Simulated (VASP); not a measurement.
SrAl2O2: single point with PBE

The system is SrAl2O2.

```xyz
5
Lattice="4.2670 0.0000 0.0000 -2.1335 3.6953 0.0000 0.0000 0.0000 6.2354" Properties=species:S:1:pos:R:3 pbc="T T T"
Sr    0.0000    0.0000    3.1177
Al    0.0000    2.4636    4.4551
Al    2.1335    1.2318    1.7804
O     0.0000    2.4636    0.7918
O     2.1335    1.2318    5.4436
```

- Program: VASP 6.6.1
- Task: single point
- Functional: PBE
- Potentials or basis: VASP PAW PBE potentials, release 64 (Sr_sv, Al, O)
- Cutoff: 520 eV
- k mesh: 6 × 6 × 4
- Occupations: gaussian, width 0.1 eV
- Spin: collinear spin, ferromagnetic start
- Starting moments: [0.0, 0.0, 0.0, 1.0, 1.0] μB
- Dipole correction: no
- Further INCAR settings: ALGO = Normal; EDIFF = 1e-06; NBANDS = 26

```
Pressure                                              : -4.2 GPa
Largest force                                         : 5.558 eV/Å
Band gap on the k mesh                                : zero (filled and empty bands overlap)
Net moment                                            : 0.00 μB per cell
Valence electrons inside the program's atomic spheres : Sr 8.23; Al 0.74; O 4.76
```

Forces in eV/Å, atoms in the order of the input:
```
Sr   0.000  0.000  0.000
Al   0.000  0.000  5.558
Al   0.000  0.000 -5.558
O    0.000  0.000  1.579
O    0.000  0.000 -1.579
```

Stress tensor (GPa, compression positive):
```
  0.16   0.00   0.00
  0.00   0.16   0.00
  0.00   0.00 -12.84
```

Levels at points of the mesh, in eV from the Fermi level:
Spin up:
| k point | band 10 | band 11 | band 12 | band 13 | band 14 | band 15 | band 16 | band 17 | band 18 | band 19 |
| --- | --- | --- | --- | --- | --- | --- | --- | --- | --- | --- |
| (0.00, 0.00, 0.00) | -2.40 | -2.25 | -1.42 | -1.42 | 0.20 | 0.23 | 0.23 | 0.71 | 3.24 | 3.24 |
| (0.50, 0.00, 0.00) | -2.84 | -2.67 | -1.85 | -1.67 | -0.49 | 1.10 | 1.73 | 2.71 | 3.10 | 3.28 |
| (0.00, 0.00, 0.50) | -2.21 | -2.18 | -1.66 | -1.66 | -1.36 | 0.10 | 0.10 | 1.62 | 3.41 | 3.41 |
| (0.50, 0.00, 0.50) | -2.33 | -2.20 | -1.52 | -1.34 | -0.89 | 0.05 | 1.81 | 2.54 | 2.91 | 3.12 |
Spin down:
| k point | band 10 | band 11 | band 12 | band 13 | band 14 | band 15 | band 16 | band 17 | band 18 | band 19 |
| --- | --- | --- | --- | --- | --- | --- | --- | --- | --- | --- |
| (0.00, 0.00, 0.00) | -2.40 | -2.25 | -1.42 | -1.42 | 0.20 | 0.23 | 0.23 | 0.71 | 3.24 | 3.24 |
| (0.50, 0.00, 0.00) | -2.84 | -2.67 | -1.85 | -1.67 | -0.49 | 1.10 | 1.73 | 2.71 | 3.10 | 3.28 |
| (0.00, 0.00, 0.50) | -2.21 | -2.18 | -1.66 | -1.66 | -1.36 | 0.10 | 0.10 | 1.62 | 3.41 | 3.41 |
| (0.50, 0.00, 0.50) | -2.33 | -2.20 | -1.52 | -1.34 | -0.89 | 0.05 | 1.81 | 2.54 | 2.91 | 3.12 |

It took 54 s on 1 thread of Intel(R) Xeon(R) 6975P-C (Granite Rapids), with other jobs on the host, peak memory 0.3 GiB.

Caveat: forces of over 1 eV/Å act on the atoms, so gaps and moduli don't describe the material at rest.
